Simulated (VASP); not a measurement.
Wanted: the native input for a VASP 6.6.1 run.

| Property | Result |
| --- | --- |
| Task | single point |
| Functional | PBE |
| Potentials or basis | VASP PAW PBE potentials, release 64 (C) |
| Cutoff | 520 eV |
| k mesh | 52 × 52 × 52 |
| Occupations | fermi-dirac, width 0.0612256 eV |
| Spin | no spin polarisation |
| Dipole correction | no |
| Further INCAR settings | ALGO = Normal; EDIFF = 1e-06; NBANDS = 11 |

The structure of C lies in POSCAR:

```
C
1.0
    0.0000000000      1.8095758250      1.8095758250
    1.8095758250      0.0000000000      1.8095758250
    1.8095758250      1.8095758250      0.0000000000
C
2
Direct
    0.0000000000      0.0000000000      0.0000000000
    0.2500000000      0.2500000000      0.2500000000
```

The input as run:

INCAR

```
PREC     = Accurate       # precision mode
ENCUT    = 520            # plane-wave cutoff, eV
EDIFF    = 1E-6           # SCF threshold, eV
ISMEAR   = -1             # smearing method
SIGMA    = 0.06122561905347299 # smearing width, eV
LREAL    = F              # projectors in reciprocal space
LASPH    = T              # aspherical terms in the spheres
NELM     = 100            # most SCF steps
ALGO     = Normal         # electronic algorithm
ISIF     = 2              # what is computed and relaxed
LWAVE    = F              # write WAVECAR
LCHARG   = T              # write CHGCAR
GGA      = PE             # functional
LELF     = T              # ELF
LVHAR    = T            
NBANDS   = 11             # bands
```

KPOINTS

```
Automatic mesh
0
Gamma
  52 52 52
```

Potentials or basis: VASP PAW PBE potentials, release 64 (C).

Launch:

```console
$ cat potpaw_PBE.64/C/POTCAR > POTCAR
$ mpirun -np 1 vasp_std > vasp.out
```

It gave:

- Pressure: -15.4 GPa
- Band gap on the k mesh: 4.03 eV (least direct gap 5.47 eV)

Caveat: the cell stands under tension.

Run time: 6 min on 1 thread of Oxide Virtual Turin-like Processor, on a shared host, peak memory 0.41 GiB.
